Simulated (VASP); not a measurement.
A run of VASP 6.6.1 is set up as follows.

File INCAR:

```
  PREC = Accurate
  ENCUT = 520
  EDIFF = 1E-6
  ISMEAR = 0
  SIGMA = 0.02
  LREAL = False
  LASPH = True
  NELM = 80
  ALGO = Normal
  ISIF = 2
  LWAVE = False
  LCHARG = False
  GGA = PS
  NBANDS = 20
```

The input KPOINTS:

```
regular mesh
0
Gamma
  12 12 6
```

POSCAR

```
SnSe2
1.0
    3.7410997577      0.0000000000      0.0000000000
   -1.8705498788      3.3225376177      0.0000000000
    0.0000000000      0.0000000000      6.1854492269
Sn Se
1 2
Direct
    0.0000000000      0.0000000000      0.0000000000
    0.6666666667      0.3333333333      0.7421700582
    0.3333333333      0.6666666667      0.2578299418
```

Potentials or basis: VASP PAW PBE potentials, release 64 (Sn_d, Se).

Run with:

```bash
$ cat potpaw_PBE.64/Sn_d/POTCAR potpaw_PBE.64/Se/POTCAR > POTCAR
$ mpirun -np 1 vasp_std > vasp.out
```

(1) What does it give for the band gap on the k mesh?

(2) Estimate the largest force.

(3) What does it give for the pressure?

Results:

(1) 0.39 eV (least direct gap 1.08 eV).

(2) 0.041 eV/Å.

(3) 0.9 GPa.

Caveat: the cell differs from its parent crystal (uniaxial strain along a: -2.0 %); the PAW data sets were made with another functional, which shifts forces and pressure a little; spin-orbit coupling is left out, which moves the levels of the heavy elements; this functional lacks dispersion, which binds the layers, so the pressure and a relaxed spacing across them are unreliable.
